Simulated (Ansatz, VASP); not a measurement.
## CsCdCl3: VASP beside Ansatz

The input INCAR:

```
  ALGO = Normal
  EDIFF = 1E-7
  ENCUT = 520
  GGA = CA
  ISIF = 2
  ISMEAR = 0
  LASPH = T
  LCHARG = F
  LREAL = F
  LWAVE = F
  NBANDS = 29
  NELM = 60
  PREC = Accurate
  SIGMA = 0.05
```

The input KPOINTS:

```
k-points
0
Gamma
  6 6 6
```

The input POSCAR:

```
CsCdCl3
1.0
    5.1220000000      0.0000000000      0.0000000000
    0.0000000000      5.1220000000      0.0000000000
    0.0000000000      0.0000000000      5.0440000000
Cs Cd Cl
1 1 3
Direct
    0.0000000000      0.0000000000      0.0000000000
    0.5000000000      0.5000000000      0.5000000000
    0.0000000000      0.5000000000      0.5000000000
    0.5000000000      0.0000000000      0.5000000000
    0.5000000000      0.5000000000      0.0000000000
```

Input for Ansatz:

```yaml
crystal:
  lattice:
    - [5.122, 0.0, 0.0]
    - [0.0, 5.122, 0.0]
    - [0.0, 0.0, 5.044]
  atoms:
    - { symbol: Cs, position: [0.0, 0.0, 0.0] }
    - { symbol: Cd, position: [0.5, 0.5, 0.5] }
    - { symbol: Cl, position: [0.0, 0.5, 0.5] }
    - { symbol: Cl, position: [0.5, 0.0, 0.5] }
    - { symbol: Cl, position: [0.5, 0.5, 0.0] }
basis:
  ecutwfc: 420
kpoints:
  mp_grid: { grid: [6, 6, 6] }
hamiltonian:
  xc: lda
scf:
  occupations: { method: gaussian, width: 0.05 }
output:
  forces: true
  stress: true
  eigenvalues: true
  write_density: true
  write_potential: true
  elf: true
  volumetric_format: npy
```

Change from the starting cell: strain -0.015 along x and y, -0.030 along z, atoms carried along.

Alike in both runs: task single point; functional LDA; k mesh 6 × 6 × 6; occupations gaussian, width 0.05 eV; no spin polarisation.

|  | VASP | Ansatz |
| --- | --- | --- |
| version | VASP 6.6.1 | Ansatz 0.2.0 |
| potentials or method | VASP PAW LDA potentials, release 64 (Cs_sv, Cd, Cl), cutoff 520 eV | scalar-relativistic, plane waves, PAW |
| valence electrons in the cell | 42 | 50 |

Ansatz gave:

```
gap on the k mesh at the Fermi level (eV)                     : 1.57
least direct gap on the mesh (eV)                             : 2.36
pressure (GPa)                                                : 0.5
traceless stress, the component that is largest in VASP (GPa) : 0.57
```

Problem. Which values does VASP return?

Solution. gap on the k mesh at the Fermi level (eV): 1.60; least direct gap on the mesh (eV): 2.38; pressure (GPa): 0.8; traceless stress, the component that is largest in VASP (GPa): 0.60.

LDA's correlation is that of Perdew and Zunger in VASP and of Perdew and Wang (1992) in Ansatz. VASP's potentials hold 42 valence electrons a cell and Ansatz's 50, so a difference there can come from the potentials and not from the codes.

Spin-orbit coupling is off throughout.
